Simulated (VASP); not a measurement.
A run of VASP 6.6.1:

INCAR

```
SYSTEM = ZnPtC6N6
ALGO = Normal
EDIFF = 1E-6
ENCUT = 520
GGA = PE
ISIF = 2
ISMEAR = 0
LASPH = .TRUE.
LCHARG = .FALSE.
LREAL = .FALSE.
LWAVE = .FALSE.
NBANDS = 51
NELM = 60
PREC = Accurate
SIGMA = 0.1
```

KPOINTS

```
k-points
0
G
  4 4 4
  0 0 0
```

POSCAR

```
ZnPtC6N6
1.0
    0.0000000000      5.3736636797      5.3736636797
    5.3736636797      0.0000000000      5.3736636797
    5.3736636797      5.3736636797      0.0000000000
Zn Pt C N
1 1 6 6
Direct
    0.0000000000      0.0000000000      0.0000000000
    0.5000000000      0.5000000000      0.5000000000
    0.7934464984      0.2065535016      0.2065535016
    0.2065535016      0.7934464984      0.2065535016
    0.2065535016      0.2065535016      0.7934464984
    0.2065535016      0.7934464984      0.7934464984
    0.7934464984      0.2065535016      0.7934464984
    0.7934464984      0.7934464984      0.2065535016
    0.6848537329      0.3151462671      0.3151462671
    0.3151462671      0.6848537329      0.3151462671
    0.3151462671      0.3151462671      0.6848537329
    0.3151462671      0.6848537329      0.6848537329
    0.6848537329      0.3151462671      0.6848537329
    0.6848537329      0.6848537329      0.3151462671
```

Potentials or basis: VASP PAW PBE potentials, release 64 (Zn, Pt, C, N).

Launch:

```bash
$ cat potpaw_PBE.64/Zn/POTCAR potpaw_PBE.64/Pt/POTCAR potpaw_PBE.64/C/POTCAR potpaw_PBE.64/N/POTCAR > POTCAR
$ mpirun -np 1 vasp_std > vasp.out
```

Hardware: 1 thread of Intel(R) Xeon(R) 6975P-C (Granite Rapids) (shared host).

Question: How long does it take, and how much memory?

Answer: Wall time 120 s on 1 thread of Intel(R) Xeon(R) 6975P-C (Granite Rapids), on a shared host, peak memory 0.56 GiB. Counts: scf iterations 17, k points 8.
